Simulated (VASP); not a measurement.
Wanted: the native input for a VASP 6.6.1 run.

| Property | Result |
| --- | --- |
| Task | single point |
| Functional | PBE |
| Potentials or basis | VASP PAW PBE potentials, release 64 (Sr_sv, O) |
| Cutoff | 520 eV |
| k mesh | 8 × 8 × 8 |
| Occupations | gaussian, width 0.05 eV |
| Spin | no spin polarisation |
| Dipole correction | no |
| Further INCAR settings | ALGO = Normal; EDIFF = 1e-06; NBANDS = 15 |

The structure of SrO lies in POSCAR:

```
SrO
1.0
    0.0000000000      2.3546057885      3.0609875251
    2.3546057885      0.0000000000      3.0609875251
    2.3546057885      2.3546057885      0.0000000000
Sr O
1 1
Direct
    0.0000000000      0.0000000000      0.0000000000
    0.5000000000      0.5000000000      0.5000000000
```

This cell differs from its parent crystal: ratio of the length along z to the lengths across it x 1.3, volume and fractional coordinates fixed.

The input as run:

INCAR

```
PREC = Accurate
ENCUT = 520
EDIFF = 1E-6
ISMEAR = 0
SIGMA = 0.05
LREAL = F
LASPH = T
NELM = 80
ALGO = Normal
ISIF = 2
LWAVE = F
LCHARG = T
GGA = PE
LELF = T
LVHAR = T
NBANDS = 15
```

KPOINTS

```
Automatic mesh
0
Gamma
  8 8 8
```

Potentials or basis: VASP PAW PBE potentials, release 64 (Sr_sv, O).

Command:

```sh
$ cat potpaw_PBE.64/Sr_sv/POTCAR potpaw_PBE.64/O/POTCAR > POTCAR
$ mpirun -np 1 vasp_std > vasp.out
```

It gave:

```yaml
Pressure: 16.8 GPa
Band_gap_on_the_k_mesh: 2.29 eV, indirect (least direct gap 2.42 eV)
```

Run time: 51 s on 1 thread of Intel(R) Xeon(R) Platinum 8488C (Sapphire Rapids) (shared host), peak memory 0.18 GiB.
